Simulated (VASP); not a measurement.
# Cd (Fm-3m) in VASP: notebook

Runs on Cd. Level: PBE. Tasks: single point, relaxation of cell and atoms.

All numbers are computed with VASP 6.6.1; they aren't measurements. Logs are shortened: lines on timing, memory, paths and dates and some standing lists are left out, and cuts for length are marked.

## 1. The cell of the first run

The structure is cubic, space group Fm-3m (No. 225). Conventional cell: a = 4.179 Å, b = 4.179 Å, c = 4.179 Å, α = 90.00°, β = 90.00°, γ = 90.00°. Within 3.9 Å of Cd (site symmetry m-3m) lie 12 Cd at 2.96 Å.

This isn't the form of Cd at room conditions, which is hcp.

## 2. Single point, PBE

The input, INCAR:

```
ALGO = Normal
EDIFF = 1E-6
ENCUT = 520
GGA = PE
ISIF = 2
ISMEAR = -1
LASPH = True
LCHARG = False
LREAL = False
LWAVE = False
NBANDS = 12
NELM = 80
PREC = Accurate
SIGMA = 0.1
```

The input, KPOINTS:

```
k-points
0
Gamma
  16 16 16
```

The input, POSCAR:

```
Cd
1.0
    0.0000000000      2.0896439567      2.0896439567
    2.0896439567      0.0000000000      2.0896439567
    2.0896439567      2.0896439567      0.0000000000
Cd
1
Direct
    0.0000000000      0.0000000000      0.0000000000
```

Potentials or basis: VASP PAW PBE potentials, release 64 (Cd).

On the command line:

```bash
> cat potpaw_PBE.64/Cd/POTCAR > POTCAR
> mpirun -np 1 vasp_std > vasp.out
```

OUTCAR:

```text
EDIFF = 1E-6
   ENCUT = 520
   GGA = PE
   ISIF = 2
   ISMEAR = -1
   LASPH = True
   LREAL = False
   NELM = 80
   PREC = Accurate

 ion  position               nearest neighbor table
   1  0.000  0.000  0.000-

  LATTYP: Found a face centered cubic cell.
 ALAT       =     4.1792879134

  Lattice vectors:

 A1 = (   0.0000000000,   2.0896439567,   2.0896439567)
 A2 = (   2.0896439567,   0.0000000000,   2.0896439567)
 A3 = (   2.0896439567,   2.0896439567,   0.0000000000)

Analysis of symmetry for initial positions (statically):
=====================================================================
 Subroutine PRICEL returns:
 Original cell was already a primitive cell.

 Routine SETGRP: Setting up the symmetry group for a
 face centered cubic supercell.

 Subroutine GETGRP returns: Found 48 space group operations
 (whereof 48 operations were pure point group operations)
 out of a pool of 48 trial point group operations.

The static configuration has the point symmetry O_h .

Analysis of symmetry for dynamics (positions and initial velocities):
=====================================================================
 Subroutine PRICEL returns:
 Original cell was already a primitive cell.

 Routine SETGRP: Setting up the symmetry group for a
 face centered cubic supercell.

 Subroutine GETGRP returns: Found 48 space group operations
 (whereof 48 operations were pure point group operations)
 out of a pool of 48 trial point group operations.

The dynamic configuration has the point symmetry O_h .

 Subroutine INISYM returns: Found 48 space group operations
 (whereof 48 operations are pure point group operations),
 and found     1 'primitive' translations

----------------------------------------------------------------------------------------

                                     Primitive cell

  volume of cell :      18.2493

  direct lattice vectors                    reciprocal lattice vectors
     0.000000000  2.089643957  2.089643957    -0.239275212  0.239275212  0.239275212
     2.089643957  0.000000000  2.089643957     0.239275212 -0.239275212  0.239275212
     2.089643957  2.089643957  0.000000000     0.239275212  0.239275212 -0.239275212

  length of vectors
     2.955202824  2.955202824  2.955202824     0.414436824  0.414436824  0.414436824

  position of ions in fractional coordinates (direct lattice)
     0.000000000  0.000000000  0.000000000

  ion indices of the primitive-cell ions
   primitive index   ion index
                 1           1

----------------------------------------------------------------------------------------

 KPOINTS: k-points

Automatic generation of k-mesh.
 Grid dimensions read from file:
 generate k-points for:   16   16   16

 Generating k-lattice:

  Cartesian coordinates                     Fractional coordinates (reciprocal lattice)
    -0.014954701  0.014954701  0.014954701     0.062500000  0.000000000  0.000000000
     0.014954701 -0.014954701  0.014954701     0.000000000  0.062500000  0.000000000
     0.014954701  0.014954701 -0.014954701     0.000000000  0.000000000  0.062500000

  Length of vectors
     0.025902301  0.025902301  0.025902301

  Shift w.r.t. Gamma in fractional coordinates (k-lattice)
     0.000000000  0.000000000  0.000000000

 Subroutine IBZKPT returns following result:
 ===========================================

 Found    145 irreducible k-points:

 Following reciprocal coordinates:
            Coordinates               Weight
  0.000000  0.000000  0.000000      1.000000
  0.062500  0.000000  0.000000      8.000000
  0.125000  0.000000  0.000000      8.000000
  0.187500  0.000000  0.000000      8.000000
  0.250000  0.000000  0.000000      8.000000
  0.312500  0.000000  0.000000      8.000000
[... 16 lines left out ...]
 -0.125000  0.062500  0.000000     24.000000
 -0.062500  0.062500  0.000000     12.000000
 [... further k-points ...]
   k-points           NKPTS =    145   k-points in BZ     NKDIM =    145   number of bands    NBANDS=     12
   number of dos      NEDOS =    301   number of ions     NIONS =      1
   total plane-waves  NPLWV =  13824
   dimension x,y,z NGX =    24 NGY =   24 NGZ =   24
   dimension x,y,z NGXF=    48 NGYF=   48 NGZF=   48
   ions per type =               1
   NGX,Y,Z   is equivalent  to a cutoff of  13.50, 13.50, 13.50 a.u.
   NGXF,Y,Z  is equivalent  to a cutoff of  27.00, 27.00, 27.00 a.u.
 SYSTEM =  unknown system
   PREC   = accura    normal or accurate (medium, high low for compatibility)
   ISTART =      0    job   : 0-new  1-cont  2-samecut
   ICHARG =      2    charge: 1-file 2-atom 10-const
   ISPIN  =      1    spin polarized calculation?
   LNONCOLLINEAR =      F non collinear calculations
   LSORBIT =      F    spin-orbit coupling
   LASPH  =      T    aspherical Exc in radial PAW
   ENCUT  =  520.0 eV  38.22 Ry    6.18 a.u.   5.49  5.49  5.49*2*pi/ulx,y,z
   NELM   =     80;   NELMIN=  2; NELMDL= -5     # of ELM steps
   EDIFF  = 0.1E-05   stopping-criterion for ELM
   LREAL  =      F    real-space projection
   EDIFFG = 0.1E-04   stopping-criterion for IOM
   NSW    =      0    number of steps for IOM
   IBRION =     -1    ionic relax: 0-MD 1-quasi-New 2-CG
   NFREE  =      0    steps in history (QN), initial steepest desc. (CG)
   ISIF   =      2    stress and relaxation
   ISYM   =      2    0-nonsym 1-usesym 2-fastsym
   POTIM  = 0.5000    time-step for ionic-motion
   TEBEG  =    0.0;   TEEND  =   0.0 temperature during run
   PSTRESS=    0.0 pullay stress
   NELECT =      12.0000    total number of electrons
   NUPDOWN=      -1.0000    fix difference up-down
   EMIN   =  10.00;   EMAX   =-10.00  energy-range for DOS
   EFERMI =   0.00;   METHOD = LEGACY
   ISMEAR =    -1;   SIGMA  =   0.10  broadening in eV -4-tet -1-fermi 0-gaus
   EFERMI_NEDOS =   21; number of points for ismear=-14 and -15
   IALGO  =     38    algorithm
   IMIX   =      4    mixing-type and parameters
     AMIX     =   0.40;   BMIX     =  1.00
     AMIX_MAG =   1.60;   BMIX_MAG =  1.00
  volume/ion in A,a.u.               =      18.25       123.15
  Fermi-wavevector in a.u.,A,eV,Ry     =   1.423594  2.690203 27.573855  2.026621
  Thomas-Fermi vector in A             =   2.544175
   LORBIT       =      0    0 simple, 1 ext, 2 COOP (PROOUT), +10 PAW based schemes
   GGA     = PE    functional components
   LHFCALC =     F    Hartree Fock is set to
   AEXX    =    0.0000 exact exchange contribution
   IVDW    =     0    specifies the selected vdW correction
   LEPSILON=     F    determine dielectric tensor
   LRPA    =     F    only Hartree local field effects (RPA)
 non-spin polarized calculation
  energy-cutoff  :      520.00
  volume of cell :       18.25
 maximum number of plane-waves:       531
 NGX is ok and might be reduce to    24
   NGX = 11   NGY = 11   NGZ = 11

 number of electron      12.0000003 magnetization

 Free energy of the ion-electron system (eV)
  ---------------------------------------------------
  ext. energy  EPLUGINS =         0.00000000
  ---------------------------------------------------
  free energy    TOTEN  =        -0.52947788 eV

  energy without entropy =       -0.51742861  energy(sigma->0) =       -0.52345325

 E-fermi :   4.3623     XC(G=0): -11.9692

 val. band max:        4.2631447342   @ k =  -0.3750   0.4375   0.0625
 cond. band min:       4.3784628072   @ k =  -0.3750   0.2500   0.0625
 fundamental gap:      0.1153180730
 Fermi energy:         4.3623459737

 k-point     1 :       0.0000    0.0000    0.0000
  band No.  band energies     occupation
      1      -5.9589      2.00000
      2      -5.4426      2.00000
      3      -5.4426      2.00000
      4      -5.4426      2.00000
      5      -4.7786      2.00000
      6      -4.7786      2.00000
      7      18.7761      0.00000
      8      21.0124      0.00000
      9      21.0124      0.00000
     10      21.0124      0.00000
     11      24.8321      0.00000
     12      24.8321      0.00000

 k-point     2 :       0.0625    0.0000    0.0000
  band No.  band energies     occupation
      1      -5.8504      2.00000
      2      -5.4505      2.00000
      3      -5.4191      2.00000
      4      -5.4191      2.00000
      5      -4.7852      2.00000
      6      -4.7852      2.00000
      7      18.4827      0.00000
      8      19.8607      0.00000
      9      20.8784      0.00000
     10      20.8784      0.00000
     11      25.0002      0.00000
     12      25.0576      0.00000

 k-point     3 :       0.1250    0.0000    0.0000
  band No.  band energies     occupation
      1      -5.6914      2.00000
      2      -5.3610      2.00000
      3      -5.3610      2.00000
      4      -5.3037      2.00000
      5      -4.7938      2.00000
      6      -4.7938      2.00000
      7      16.5497      0.00000
      8      19.3210      0.00000
      9      20.5511      0.00000
     10      20.5511      0.00000
     11      24.5506      0.00000
     12      25.4970      0.00000
[... 286 lines left out ...]
 k-point    23 :      -0.1250    0.0625    0.0000
  band No.  band energies     occupation
      1      -5.6341      2.00000
      2      -5.4098      2.00000
      3      -5.3213      2.00000
      4      -5.0973      2.00000
      5      -4.8598      2.00000
      6      -4.6664      2.00000
      7      15.7954      0.00000
      8      17.7566      0.00000
      9      20.3457      0.00000
     10      21.7586      0.00000
     11      23.4592      0.00000
     12      25.0170      0.00000

 k-point    24 :      -0.0625    0.0625    0.0000
  band No.  band energies     occupation
      1      -5.6935      2.00000
      2      -5.4872      2.00000
      3      -5.3880      2.00000
      4      -5.3350      2.00000
      5      -4.8241      2.00000
      6      -4.7572      2.00000
      7      17.9391      0.00000
      8      18.5926      0.00000
      9      20.2677      0.00000
     10      21.4919      0.00000
     11      24.2725      0.00000
     12      24.9164      0.00000

 [... further k-points ...]
[... 5 lines left out ...]
  --------------------------------------------------------------------------------------
  -------------------------------------------------------------------------------------
  Total        2.1288540      2.1288540      2.1288540     -0.0000000     -0.0000000      0.0000000
  in kB      186.9001197    186.9001197    186.9001197     -0.0000000     -0.0000000      0.0000000
  external PRESSURE =     186.9001197 kB  Pullay stress =       0.0000000 kB

 VOLUME and BASIS-vectors are now :
 -----------------------------------------------------------------------------
  energy-cutoff  :      520.00
  volume of cell :       18.25
      direct lattice vectors                 reciprocal lattice vectors
     0.000000000  2.089643957  2.089643957    -0.239275212  0.239275212  0.239275212
     2.089643957  0.000000000  2.089643957     0.239275212 -0.239275212  0.239275212
     2.089643957  2.089643957  0.000000000     0.239275212  0.239275212 -0.239275212

 POSITION                                       TOTAL-FORCE (eV/Angst)
 -----------------------------------------------------------------------------------
      0.00000      0.00000      0.00000        -0.000000     -0.000000      0.000000
 -----------------------------------------------------------------------------------
    total drift:                                0.000000      0.000000     -0.000000

  FREE ENERGIE OF THE ION-ELECTRON SYSTEM (eV)
  ---------------------------------------------------
  free  energy   TOTEN  =        -0.5294778840 eV

  energy  without entropy=       -0.5174286081  energy(sigma->0) =       -0.52345325
```

Wall time 32 s (1 thread of Intel Xeon 8259CL, shared host); peak memory 0.16 GiB.

What came out:

```
Free energy            : -0.5295 eV
Pressure               : 18.7 GPa
Band gap on the k mesh : zero (bands 6 and 7 overlap by 3.19 eV)
```

Levels at points of the mesh, in eV from the Fermi level:
```csv
k point,band 3,band 4,band 5,band 6,band 7,band 8,band 9,band 10
"(0.00, 0.00, 0.00)",-9.80,-9.80,-9.14,-9.14,14.41,16.65,16.65,16.65
"(0.50, 0.00, 0.00)",-9.80,-8.61,-8.61,-3.18,-1.05,13.46,14.17,14.17
"(0.50, 0.50, 0.00)",-8.64,-8.47,-8.47,-1.39,2.05,7.35,7.35,12.33
```

Caveat: the cell stands under pressure.

## 3. Relaxation of cell and atoms, PBE, target pressure 18 GPa, at which the enthalpy is minimised

The input, INCAR:

```
SYSTEM = Cd
PREC = Accurate
ENCUT = 600
EDIFF = 1E-6
ISMEAR = -1
SIGMA = 0.1
LREAL = .False.
LASPH = .True.
NELM = 80
ALGO = Normal
ISIF = 3
LWAVE = .False.
LCHARG = .False.
GGA = PE
IBRION = 2
NSW = 60
EDIFFG = -0.005
PSTRESS = 180.0
```

The input, KPOINTS:

```
regular mesh
0
Gamma
  16 16 16
  0 0 0
```

The input, POSCAR:

```
Cd
1.0
    0.0000000000      2.0886869859      2.0886869859
    2.0886869859      0.0000000000      2.0886869859
    2.0886869859      2.0886869859      0.0000000000
Cd
1
Direct
    0.0000000000      0.0000000000      0.0000000000
```

Potentials or basis: VASP PAW PBE potentials, release 64 (Cd).

On the command line:

```bash
> cat potpaw_PBE.64/Cd/POTCAR > POTCAR
> mpirun -np 1 vasp_std > vasp.out
```

It took 46 s on 1 thread of Intel Xeon 8259CL, shared host; peak memory 0.17 GiB.

The run converged. Its results:

* Free energy: -0.5379 eV
* Relaxed volume: 18.33 Å³/atom
* Relaxed cell: a = 2.959 Å, b = 2.959 Å, c = 2.959 Å, α = 60.00°, β = 60.00°, γ = 60.00°
* Space group after relaxing (to 0.1 Å): Fm-3m (No. 225)
* Energy change on relaxing (the run minimises the enthalpy): -11.6 meV/atom
* Ionic steps: 3
* Pressure after relaxing: 18.0 GPa
* Band gap on the k mesh: zero (bands 6 and 7 overlap by 3.20 eV)

Step by step:
| step | energy change (eV) | largest force (eV/Å) | pressure (GPa) | volume (Å³) |
| --- | --- | --- | --- | --- |
| 1 | 0.0000 | 0.0000 | 18.74 | 18.22 |
| 2 | -0.0250 | 0.0000 | 17.14 | 18.45 |
| 3 | -0.0116 | 0.0000 | 18.03 | 18.33 |

Final structure:
```yaml
crystal:
  lattice:
    - [0.00000, 2.09254, 2.09254]
    - [2.09254, 0.00000, 2.09254]
    - [2.09254, 2.09254, 0.00000]
  atoms:
    - { symbol: Cd, position: [0.00000, 0.00000, 0.00000] }
```

Levels at points of the mesh, in eV from the Fermi level:
```csv
k point,band 4,band 5,band 6,band 7,band 8,band 9
"(0.00, 0.00, 0.00)",-9.79,-9.13,-9.13,14.40,16.61,16.61
"(0.50, 0.00, 0.00)",-8.60,-8.60,-3.16,-1.06,13.45,14.14
"(0.50, 0.50, 0.00)",-8.46,-8.46,-1.37,2.03,7.34,7.34
```

Caveat: the cell is relaxed towards a set pressure, so the run minimises the enthalpy, not the energy.

## 4. Relaxation of cell and atoms, PBE, target pressure 18 GPa, at which the enthalpy is minimised

The input, INCAR:

```
SYSTEM = Cd
  PREC = Accurate
  ENCUT = 600
  EDIFF = 1E-6
  ISMEAR = -1
  SIGMA = 0.1
  LREAL = .FALSE.
  LASPH = .TRUE.
  NELM = 100
  ALGO = Normal
  ISIF = 3
  LWAVE = .FALSE.
  LCHARG = .FALSE.
  GGA = PE
  IBRION = 2
  NSW = 32
  EDIFFG = -0.005
  PSTRESS = 180.0
```

The input, KPOINTS:

```
Automatic mesh
0
G
  16 16 16
  0 0 0
```

The input, POSCAR:

```
Cd
1.0
    0.0000000000      2.0896439567      2.0896439567
    2.0896439567      0.0000000000      2.0896439567
    2.0896439567      2.0896439567      0.0000000000
Cd
1
Direct
    0.0000000000      0.0000000000      0.0000000000
```

On the command line:

```bash
> cat potpaw_PBE.64/Cd/POTCAR > POTCAR
> mpirun -np 1 vasp_std > vasp.out
```

Wall time 48 s (1 thread of Intel Xeon 8259CL, shared host); peak memory 0.17 GiB.

It converged, with:

| Item | Value |
| --- | --- |
| Free energy | -0.5379 eV |
| Relaxed volume | 18.33 Å³/atom |
| Relaxed cell | a = 2.959 Å, b = 2.959 Å, c = 2.959 Å, α = 60.00°, β = 60.00°, γ = 60.00° |
| Space group after relaxing (to 0.1 Å) | Fm-3m (No. 225) |
| Energy change on relaxing (the run minimises the enthalpy) | -8.7 meV/atom |
| Ionic steps | 3 |
| Pressure after relaxing | 18.0 GPa |
| Band gap on the k mesh | zero (bands 6 and 7 overlap by 3.20 eV) |

The path:
| step | energy change (eV) | largest force (eV/Å) | pressure (GPa) | volume (Å³) |
| --- | --- | --- | --- | --- |
| 1 | 0.0000 | 0.0000 | 18.55 | 18.25 |
| 2 | -0.0187 | 0.0000 | 17.35 | 18.42 |
| 3 | -0.0087 | 0.0000 | 18.02 | 18.33 |

Final structure:
```yaml
crystal:
  lattice:
    - [0.00000, 2.09256, 2.09256]
    - [2.09256, 0.00000, 2.09256]
    - [2.09256, 2.09256, 0.00000]
  atoms:
    - { symbol: Cd, position: [0.00000, 0.00000, 0.00000] }
```

Levels at points of the mesh, in eV from the Fermi level:
| k point | band 4 | band 5 | band 6 | band 7 | band 8 | band 9 |
| --- | --- | --- | --- | --- | --- | --- |
| (0.00, 0.00, 0.00) | -9.79 | -9.13 | -9.13 | 14.40 | 16.61 | 16.61 |
| (0.50, 0.00, 0.00) | -8.60 | -8.60 | -3.16 | -1.06 | 13.45 | 14.14 |
| (0.50, 0.50, 0.00) | -8.46 | -8.46 | -1.37 | 2.03 | 7.34 | 7.34 |

Caveat: the cell is relaxed towards a set pressure, so the run minimises the enthalpy, not the energy.

## 5. Summary

```tsv
task	cell	cutoff (eV)	gap on the mesh (eV)	pressure (GPa)
single point	a = 2.955 Å, angles 60.0°, 1 atom	520	none	18.7
relaxation of cell and atoms	relaxed to 18 GPa from a = 2.954 Å, angles 60.0°, 1 atom	600	none	18.0
relaxation of cell and atoms	relaxed to 18 GPa from a = 2.955 Å, angles 60.0°, 1 atom	600	none	18.0
```

Alike in all rows: level PBE; potentials or basis VASP PAW PBE potentials, release 64 (Cd); no spin polarisation; k mesh 16 × 16 × 16; smearing fermi-dirac 0.1 eV.

Caveats: the cell is relaxed towards a set pressure, so the run minimises the enthalpy, not the energy (at least some runs); the cell stands under pressure (at least some runs).

Absolute energies hang on the potentials; compare differences alone.

The gap in the log of VASP goes by the Fermi energy; the results here count the filled bands.